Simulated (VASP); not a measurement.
Input of a VASP 6.6.1 run:

The input INCAR:

```
  PREC = Accurate
  ENCUT = 520
  EDIFF = 1E-7
  ISMEAR = 0
  SIGMA = 0.01
  LREAL = F
  LASPH = T
  NELM = 80
  ALGO = Normal
  ISIF = 2
  LWAVE = F
  LCHARG = F
  GGA = PS
  NBANDS = 35
```

File KPOINTS:

```
Automatic mesh
0
Gamma
  6 6 6
```

POSCAR

```
Al2O3
1.0
    2.3714605715      1.3691633993      4.3069658329
   -2.3714605715      1.3691633993      4.3069658329
    0.0000000000     -2.7383267987      4.3069658329
Al O
4 6
Direct
    0.3520520534      0.3520520534      0.3520520534
    0.1479479466      0.1479479466      0.1479479466
    0.6479479466      0.6479479466      0.6479479466
    0.8520520534      0.8520520534      0.8520520534
    0.5560665720      0.9439334280      0.2500000000
    0.2500000000      0.5560665720      0.9439334280
    0.9439334280      0.2500000000      0.5560665720
    0.4439334280      0.0560665720      0.7500000000
    0.7500000000      0.4439334280      0.0560665720
    0.0560665720      0.7500000000      0.4439334280
```

Potentials or basis: VASP PAW PBE potentials, release 64 (Al, O).

Launch:

```sh
$ cat potpaw_PBE.64/Al/POTCAR potpaw_PBE.64/O/POTCAR > POTCAR
$ mpirun -np 1 vasp_std > vasp.out
```

(1) What does it give for the largest force?

(2) Predict the band gap on the k mesh.

(3) What does it give for the pressure?

Answers

(1) 0.005 eV/Å.

(2) 6.28 eV.

(3) 5.2 GPa.

Caveat: the cell stands under pressure; the PAW data sets were made with another functional, which shifts forces and pressure a little.
